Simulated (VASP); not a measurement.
# Cd (P6_3/mmc) in VASP: further runs

Cd is run at these levels: BLYP, PBE+D3(BJ); tasks: density of states, phonons.

Program: VASP 6.6.1. These are calculated values, not measurements. Logs are shortened: lines on timing, memory, paths and dates and some standing lists are left out, and cuts for length are marked.

### 1 The cell of the first run

Symmetry: P6_3/mmc, No. 194, hexagonal system. Conventional cell: a = 2.979 Å, b = 2.979 Å, c = 5.618 Å, α = 90.00°, β = 90.00°, γ = 120.00°. Cd (site symmetry -6m2) has 12 Cd at 2.98 to 3.29 Å within 3.9 Å.

### 2 Density of states, BLYP

File POSCAR:

```
Cd
1.0
    2.9788700000      0.0000000000      0.0000000000
   -1.4894350000      2.5797770946      0.0000000000
    0.0000000000      0.0000000000      5.6176500000
Cd
2
Direct
    0.6666666667      0.3333333333      0.7500000000
    0.3333333333      0.6666666667      0.2500000000
```

File INCAR.step1:

```
SYSTEM = Cd
AGGAC = 1.0
AGGAX = 1.0
ALDAC = 0.0
ALDAX = 1.0
ALGO = Fast
EDIFF = 1E-6
ENCUT = 520
GGA = B5
ISIF = 2
ISMEAR = -1
LASPH = .TRUE.
LCHARG = .TRUE.
LREAL = .FALSE.
LWAVE = .FALSE.
NBANDS = 19
NELM = 80
PREC = Accurate
SIGMA = 0.05
```

File KPOINTS.step1:

```
k-points
0
G
  6 6 3
  0 0 0
```

File INCAR.step2:

```
SYSTEM = Cd
AGGAC = 1.0
AGGAX = 1.0
ALDAC = 0.0
ALDAX = 1.0
ALGO = Fast
EDIFF = 1E-6
ENCUT = 520
GGA = B5
ICHARG = 11
ISIF = 2
ISMEAR = -5
LASPH = .TRUE.
LCHARG = .FALSE.
LORBIT = 11
LREAL = .FALSE.
LWAVE = .FALSE.
NEDOS = 2001
NELM = 80
PREC = Accurate
SIGMA = 0.05
```

File KPOINTS.step2:

```
k-points
0
G
  9 9 5
  0 0 0
```

Potentials or basis: VASP PAW PBE potentials, release 64 (Cd).

Started as:

```
> cat potpaw_PBE.64/Cd/POTCAR > POTCAR
> cp INCAR.step1 INCAR
> cp KPOINTS.step1 KPOINTS
> mpirun -np 1 vasp_std > vasp.out
> cp INCAR.step2 INCAR
> cp KPOINTS.step2 KPOINTS
> mpirun -np 1 vasp_std > vasp.out
```

OUTCAR:

```text
SYSTEM = Cd
   EDIFF = 1E-6
   ENCUT = 520
   GGA = B5
   ICHARG = 11
   ISIF = 2
   ISMEAR = -5
   LASPH = .TRUE.
   LORBIT = 11
   LREAL = .FALSE.
   NELM = 80
   PREC = Accurate

 ion  position               nearest neighbor table
   1  0.667  0.333  0.750-   2 3.29   2 3.29   2 3.29   2 3.29   2 3.29   2 3.29
   2  0.333  0.667  0.250-   1 3.29   1 3.29   1 3.29   1 3.29   1 3.29   1 3.29

  LATTYP: Found a hexagonal cell.
 ALAT       =     2.9788700000
 C/A-ratio  =     1.8858325472

  Lattice vectors:

 A1 = (   2.9788700000,   0.0000000000,   0.0000000000)
 A2 = (  -1.4894350000,   2.5797770946,   0.0000000000)
 A3 = (   0.0000000000,   0.0000000000,   5.6176500000)

Analysis of symmetry for initial positions (statically):
=====================================================================
 Subroutine PRICEL returns:
 Original cell was already a primitive cell.

 Routine SETGRP: Setting up the symmetry group for a
 hexagonal supercell.

 Subroutine GETGRP returns: Found 24 space group operations
 (whereof 12 operations were pure point group operations)
 out of a pool of 24 trial point group operations.

The static configuration has the point symmetry D_3d.
 The point group associated with its full space group is D_6h.

Analysis of symmetry for dynamics (positions and initial velocities):
=====================================================================
 Subroutine PRICEL returns:
 Original cell was already a primitive cell.

 Routine SETGRP: Setting up the symmetry group for a
 hexagonal supercell.

 Subroutine GETGRP returns: Found 24 space group operations
 (whereof 12 operations were pure point group operations)
 out of a pool of 24 trial point group operations.

The dynamic configuration has the point symmetry D_3d.
 The point group associated with its full space group is D_6h.

 Subroutine INISYM returns: Found 24 space group operations
 (whereof 12 operations are pure point group operations),
 and found     1 'primitive' translations

----------------------------------------------------------------------------------------

                                     Primitive cell

  volume of cell :      43.1706

  direct lattice vectors                    reciprocal lattice vectors
     2.978870000  0.000000000  0.000000000     0.335697765  0.193815195  0.000000000
    -1.489435000  2.579777095  0.000000000     0.000000000  0.387630389  0.000000000
     0.000000000  0.000000000  5.617650000     0.000000000  0.000000000  0.178010378

  length of vectors
     2.978870000  2.978870000  5.617650000     0.387630390  0.387630389  0.178010378

  position of ions in fractional coordinates (direct lattice)
     0.666666667  0.333333333  0.750000000
     0.333333333  0.666666667  0.250000000

  ion indices of the primitive-cell ions
   primitive index   ion index
                 1           1
                 2           2

----------------------------------------------------------------------------------------

 KPOINTS: k-points

Automatic generation of k-mesh.
 Grid dimensions read from file:
 generate k-points for:    9    9    5

 Generating k-lattice:

  Cartesian coordinates                     Fractional coordinates (reciprocal lattice)
     0.037299752  0.021535022  0.000000000     0.111111111  0.000000000  0.000000000
     0.000000000  0.043070043  0.000000000     0.000000000  0.111111111  0.000000000
     0.000000000  0.000000000  0.035602076     0.000000000  0.000000000  0.200000000

  Length of vectors
     0.043070043  0.043070043  0.035602076

  Shift w.r.t. Gamma in fractional coordinates (k-lattice)
     0.000000000  0.000000000  0.000000000

 TETIRR: Found    371 inequivalent tetrahedra from     2430

 Subroutine IBZKPT returns following result:
 ===========================================

 Found     36 irreducible k-points:

 Following reciprocal coordinates:
            Coordinates               Weight
  0.000000  0.000000  0.000000      1.000000
  0.111111 -0.000000  0.000000      6.000000
  0.222222  0.000000  0.000000      6.000000
  0.333333  0.000000  0.000000      6.000000
  0.444444  0.000000  0.000000      6.000000
  0.111111  0.111111  0.000000      6.000000
[... 16 lines left out ...]
  0.333333  0.222222  0.200000     24.000000
  0.333333  0.333333  0.200000      4.000000
 [... further k-points ...]
   k-points           NKPTS =     36   k-points in BZ     NKDIM =     36   number of bands    NBANDS=     16
   number of dos      NEDOS =   2001   number of ions     NIONS =      2
   total plane-waves  NPLWV =  24192
   dimension x,y,z NGX =    24 NGY =   24 NGZ =   42
   dimension x,y,z NGXF=    48 NGYF=   48 NGZF=   84
   ions per type =               2
   NGX,Y,Z   is equivalent  to a cutoff of  13.39, 13.39, 12.43 a.u.
   NGXF,Y,Z  is equivalent  to a cutoff of  26.79, 26.79, 24.86 a.u.
 SYSTEM =  Cd
   PREC   = accura    normal or accurate (medium, high low for compatibility)
   ISTART =      0    job   : 0-new  1-cont  2-samecut
   ICHARG =     11    charge: 1-file 2-atom 10-const
   ISPIN  =      1    spin polarized calculation?
   LNONCOLLINEAR =      F non collinear calculations
   LSORBIT =      F    spin-orbit coupling
   LASPH  =      T    aspherical Exc in radial PAW
   ENCUT  =  520.0 eV  38.22 Ry    6.18 a.u.   5.54  5.54 10.45*2*pi/ulx,y,z
   NELM   =     80;   NELMIN=  2; NELMDL=  0     # of ELM steps
   EDIFF  = 0.1E-05   stopping-criterion for ELM
   LREAL  =      F    real-space projection
   EDIFFG = 0.1E-04   stopping-criterion for IOM
   NSW    =      0    number of steps for IOM
   IBRION =     -1    ionic relax: 0-MD 1-quasi-New 2-CG
   NFREE  =      0    steps in history (QN), initial steepest desc. (CG)
   ISIF   =      2    stress and relaxation
   ISYM   =      2    0-nonsym 1-usesym 2-fastsym
   POTIM  = 0.5000    time-step for ionic-motion
   TEBEG  =    0.0;   TEEND  =   0.0 temperature during run
   PSTRESS=    0.0 pullay stress
   NELECT =      24.0000    total number of electrons
   NUPDOWN=      -1.0000    fix difference up-down
   EMIN   =  10.00;   EMAX   =-10.00  energy-range for DOS
   EFERMI =   0.00;   METHOD = LEGACY
   ISMEAR =    -5;   SIGMA  =   0.05  broadening in eV -4-tet -1-fermi 0-gaus
   EFERMI_NEDOS =   21; number of points for ismear=-14 and -15
   IALGO  =     68    algorithm
   IMIX   =      4    mixing-type and parameters
     AMIX     =   0.40;   BMIX     =  1.00
     AMIX_MAG =   1.60;   BMIX_MAG =  1.00
  volume/ion in A,a.u.               =      21.59       145.66
  Fermi-wavevector in a.u.,A,eV,Ry     =   1.346116  2.543790 24.654136  1.812028
  Thomas-Fermi vector in A             =   2.473974
   LORBIT       =     11    0 simple, 1 ext, 2 COOP (PROOUT), +10 PAW based schemes
   GGA     = B5    functional components
   LHFCALC =     F    Hartree Fock is set to
   AEXX    =    0.0000 exact exchange contribution
   IVDW    =     0    specifies the selected vdW correction
   LEPSILON=     F    determine dielectric tensor
   LRPA    =     F    only Hartree local field effects (RPA)
 non-spin polarized calculation
 RMM-DIIS sequential band-by-band and
 Fermi weights with tetrahedron method with Bloechl corrections
  energy-cutoff  :      520.00
  volume of cell :       43.17
 maximum number of plane-waves:      1185
 NGX is ok and might be reduce to    24

 number of electron      23.9999993 magnetization

 Free energy of the ion-electron system (eV)
  ---------------------------------------------------
  ext. energy  EPLUGINS =         0.00000000
  ---------------------------------------------------
  free energy    TOTEN  =        -0.05068969 eV

  energy without entropy =       -0.05068969  energy(sigma->0) =       -0.05068969

 E-fermi :   3.5316     XC(G=0): -10.4651

 val. band max:        4.2522811342   @ k =   0.3333   0.3333   0.4000
 cond. band min:       3.4089470163   @ k =   0.2222   0.1111   0.0000
 fundamental gap:     -0.8433341179
 Fermi energy:         3.5316450261

 k-point     1 :       0.0000    0.0000    0.0000
  band No.  band energies     occupation
      1      -6.5031      2.00000
      2      -6.2430      2.00000
      3      -5.9030      2.00000
      4      -5.9030      2.00000
      5      -5.8530      2.00000
      6      -5.8530      2.00000
[... 8 lines left out ...]
     15      18.2000      0.00000
     16      18.2342      0.00000

 k-point     2 :       0.1111   -0.0000    0.0000
  band No.  band energies     occupation
      1      -6.3882      2.00000
      2      -6.1510      2.00000
      3      -5.9426      2.00000
      4      -5.8828      2.00000
      5      -5.7903      2.00000
      6      -5.7442      2.00000
[... 8 lines left out ...]
     15      14.7116      0.00000
     16      16.4548      0.00000

 k-point     3 :       0.2222    0.0000    0.0000
  band No.  band energies     occupation
      1      -6.3487      2.00000
      2      -6.1280      2.00000
      3      -5.9272      2.00000
      4      -5.7518      2.00000
      5      -5.7196      2.00000
      6      -5.4950      2.00000
[... 8 lines left out ...]
     15      14.3819      0.00000
     16      14.9532      0.00000

 k-point     4 :       0.3333    0.0000    0.0000
  band No.  band energies     occupation
      1      -6.5198      2.00000
      2      -6.3207      2.00000
      3      -6.0752      2.00000
      4      -5.6891      2.00000
      5      -5.6888      2.00000
      6      -5.5808      2.00000
[... 8 lines left out ...]
     15      11.0291      0.00000
     16      12.2677      0.00000
[... 324 lines left out ...]
 k-point    22 :       0.2222    0.2222    0.2000
  band No.  band energies     occupation
      1      -6.1665      2.00000
      2      -6.1403      2.00000
      3      -5.9837      2.00000
      4      -5.9573      2.00000
      5      -5.7793      2.00000
      6      -5.5671      2.00000
[... 8 lines left out ...]
     15       7.8779      0.00000
     16      10.4044      0.00000

 k-point    23 :       0.3333    0.2222    0.2000
  band No.  band energies     occupation
      1      -6.1992      2.00000
      2      -6.1663      2.00000
      3      -5.9904      2.00000
      4      -5.9255      2.00000
      5      -5.8057      2.00000
      6      -5.5106      2.00000
[... 8 lines left out ...]
     15       7.1667      0.00000
     16       8.8371      0.00000

 k-point    24 :       0.3333    0.3333    0.2000
  band No.  band energies     occupation
      1      -6.1035      2.00000
      2      -5.9529      2.00000
      3      -5.9529      2.00000
      4      -5.7659      2.00000
      5      -5.7287      2.00000
      6      -5.7287      2.00000
[... 8 lines left out ...]
     15       6.7284      0.00000
     16       7.1502      0.00000

 [... further k-points ...]
[... 5 lines left out ...]
  --------------------------------------------------------------------------------------
  -------------------------------------------------------------------------------------
  Total        1.7157403      1.7157403      2.6539938     -0.0000000      0.0000000      0.0000000
  in kB       63.6756993     63.6756993     98.4967894     -0.0000000      0.0000000      0.0000000
  external PRESSURE =      75.2827293 kB  Pullay stress =       0.0000000 kB

 VOLUME and BASIS-vectors are now :
 -----------------------------------------------------------------------------
  energy-cutoff  :      520.00
  volume of cell :       43.17
      direct lattice vectors                 reciprocal lattice vectors
     2.978870000  0.000000000  0.000000000     0.335697765  0.193815195  0.000000000
    -1.489435000  2.579777095  0.000000000     0.000000000  0.387630389  0.000000000
     0.000000000  0.000000000  5.617650000     0.000000000  0.000000000  0.178010378

 POSITION                                       TOTAL-FORCE (eV/Angst)
 -----------------------------------------------------------------------------------
      1.48944      0.85993      4.21324        -0.000000      0.000000      0.000000
     -0.00000      1.71985      1.40441         0.000000     -0.000000     -0.000000
 -----------------------------------------------------------------------------------
    total drift:                               -0.000000      0.000000     -0.000000

  FREE ENERGIE OF THE ION-ELECTRON SYSTEM (eV)
  ---------------------------------------------------
  free  energy   TOTEN  =        -0.0506896870 eV

  energy  without entropy=       -0.0506896870  energy(sigma->0) =       -0.05068969

 total charge

# of ion       s       p       d       tot
------------------------------------------
    1        0.556   0.309   9.497  10.363
    2        0.556   0.309   9.497  10.363
--------------------------------------------------
tot          1.112   0.618  18.995  20.725
```

It took 19 s on 1 thread of Intel Xeon Platinum 8488C (Sapphire Rapids), shared host; peak memory 0.16 GiB.

What came out:

```
Valence electrons inside the program's atomic spheres : Cd 10.36
```

Caveat: the k points lie up to 0.41 Å⁻¹ apart; the PAW data sets were made with another functional, which shifts forces and pressure a little; tetrahedron occupations give inexact forces and stress in metals.

### 3 Phonons, PBE+D3(BJ)

File INCAR:

```
SYSTEM = Cd
ALGO = Normal ; EDIFF = 1E-8
ENCUT = 520 ; GGA = PE
IBRION = 6 ; ISIF = 2
ISMEAR = 1 ; IVDW = 12
LASPH = .TRUE. ; LCHARG = .FALSE.
LREAL = .FALSE. ; LWAVE = .FALSE.
NELM = 60 ; NFREE = 2
NSW = 1 ; POTIM = 0.015
PREC = Accurate ; SIGMA = 0.025
```

File KPOINTS:

```
k-points
0
G
  10 10 4
  0 0 0
```

POSCAR is that of step 2.

Potentials or basis: VASP PAW PBE potentials, release 64 (Cd).

Started as:

```
> cat potpaw_PBE.64/Cd/POTCAR > POTCAR
> mpirun -np 1 vasp_std > vasp.out
```

OUTCAR:

```text
SYSTEM = Cd
   EDIFF = 1E-8
   ENCUT = 520
   GGA = PE
   IBRION = 6
   ISIF = 2
   ISMEAR = 1
   IVDW = 12
   LASPH = .TRUE.
   LREAL = .FALSE.
   NELM = 60
   NFREE = 2
   NSW = 1
   POTIM = 0.015
   PREC = Accurate
 IVDW          = 12

 ion  position               nearest neighbor table
   1  0.667  0.333  0.750-   2 3.29   2 3.29   2 3.29   2 3.29   2 3.29   2 3.29
   2  0.333  0.667  0.250-   1 3.29   1 3.29   1 3.29   1 3.29   1 3.29   1 3.29

  LATTYP: Found a hexagonal cell.
 ALAT       =     2.9788700000
 C/A-ratio  =     1.8858325472

  Lattice vectors:

 A1 = (   2.9788700000,   0.0000000000,   0.0000000000)
 A2 = (  -1.4894350000,   2.5797770946,   0.0000000000)
 A3 = (   0.0000000000,   0.0000000000,   5.6176500000)
[... 844 lines left out ...]
  FREE ENERGIE OF THE ION-ELECTRON SYSTEM (eV)
  ---------------------------------------------------
  free  energy   TOTEN  =        -2.3754244897 eV

  energy  without entropy=       -2.3753745966  energy(sigma->0) =       -2.37540786

 INTERNAL STRAIN TENSORS FROM DISPLACED ATOMS
 ============================================

 INTERNAL STRAIN TENSOR FOR ION    1 for displacements in x,y,z  (eV/Angst):
          X           Y           Z          XY          YZ          ZX
  --------------------------------------------------------------------------------
  x     0.00000     0.00000     0.00000    -0.65562     0.00000     0.00000
  y    -0.65562     0.65562     0.00000     0.00000     0.00000     0.00000
  z     0.00000     0.00000     0.00000     0.00000     0.00000     0.00000

 INTERNAL STRAIN TENSOR FOR ION    2 for displacements in x,y,z  (eV/Angst):
          X           Y           Z          XY          YZ          ZX
  --------------------------------------------------------------------------------
  x     0.00000     0.00000     0.00000     0.65562     0.00000     0.00000
  y     0.65562    -0.65562     0.00000     0.00000     0.00000     0.00000
  z    -0.00000    -0.00000     0.00000     0.00000    -0.00000     0.00000

 Eigenvectors and eigenvalues of the dynamical matrix
 ----------------------------------------------------

   1 f  =    3.028869 THz    19.030947 2PiTHz  101.032203 cm-1    12.526391 meV
             X         Y         Z           dx          dy          dz
      1.489435  0.859926  4.213237     0.000000    0.000000    0.707107
     -0.000000  1.719851  1.404413     0.000000   -0.000000   -0.707107
[... 11 lines left out ...]
   4 f  =    0.000000 THz     0.000000 2PiTHz    0.000000 cm-1     0.000000 meV
             X         Y         Z           dx          dy          dz
      1.489435  0.859926  4.213237    -0.707107    0.000000    0.000000
     -0.000000  1.719851  1.404413    -0.707107    0.000000    0.000000

   5 f/i=    0.000000 THz     0.000000 2PiTHz    0.000000 cm-1     0.000000 meV
             X         Y         Z           dx          dy          dz
      1.489435  0.859926  4.213237     0.000000   -0.698831    0.107868
     -0.000000  1.719851  1.404413     0.000000   -0.698831    0.107868

   6 f/i=    0.000000 THz     0.000000 2PiTHz    0.000001 cm-1     0.000000 meV
             X         Y         Z           dx          dy          dz
      1.489435  0.859926  4.213237     0.000000    0.107868    0.698831
     -0.000000  1.719851  1.404413     0.000000    0.107868    0.698831

 ELASTIC MODULI CONTR FROM IONIC RELAXATION (kBar)
 Direction    XX          YY          ZZ          XY          YZ          ZX
 --------------------------------------------------------------------------------
 XX         -60.1742     60.1742      0.0000      0.0000     -0.0000      0.0000
 YY          60.1742    -60.1742      0.0000     -0.0000     -0.0000      0.0000
 ZZ           0.0000      0.0000      0.0000      0.0000      0.0000      0.0000
 XY           0.0000     -0.0000      0.0000    -60.1742     -0.0000      0.0000
 YZ          -0.0000     -0.0000      0.0000     -0.0000     -0.0000      0.0000
 ZX           0.0000      0.0000      0.0000      0.0000      0.0000      0.0000
 --------------------------------------------------------------------------------
```

OSZICAR:

```text
N       E                     dE             d eps       ncg     rms          rms(c)
DAV:   1     0.164652466264E+03    0.16465E+03   -0.13406E+04  1344   0.151E+03
DAV:   2     0.172858726715E+01   -0.16292E+03   -0.15988E+03  1384   0.373E+02
DAV:   3    -0.158796064046E+01   -0.33165E+01   -0.33137E+01  1656   0.632E+01
DAV:   4    -0.159171425493E+01   -0.37536E-02   -0.37536E-02  1592   0.191E+00
[... 44 lines left out ...]
DAV:   3    -0.148790971534E+01    0.60388E-05   -0.16822E-04  1792   0.102E-01    0.302E-02
DAV:   4    -0.148790423918E+01    0.54762E-05   -0.19432E-05  1792   0.308E-02    0.115E-02
DAV:   5    -0.148790348120E+01    0.75798E-06   -0.74097E-06  1816   0.206E-02    0.379E-03
DAV:   6    -0.148790336207E+01    0.11914E-06   -0.75625E-07  1672   0.531E-03    0.104E-03
DAV:   7    -0.148790335653E+01    0.55320E-08   -0.17210E-08  1392   0.106E-03
   5 F= -.23754245E+01 E0= -.23754079E+01  d E =-.498932E-04
```

It took 65 s on 1 thread of Intel Xeon 6975P-C (Granite Rapids), shared host; peak memory 0.28 GiB.

What came out:

* Highest phonon frequency at Γ: 101 cm⁻¹
* Dispersion energy per atom: -0.444 eV

Phonon frequencies in cm⁻¹ (negative: imaginary):
| q point | frequencies |
| --- | --- |
| (0.000, 0.000, 0.000) | 0 0 0 36 36 101 |

Caveat: three body term missing.
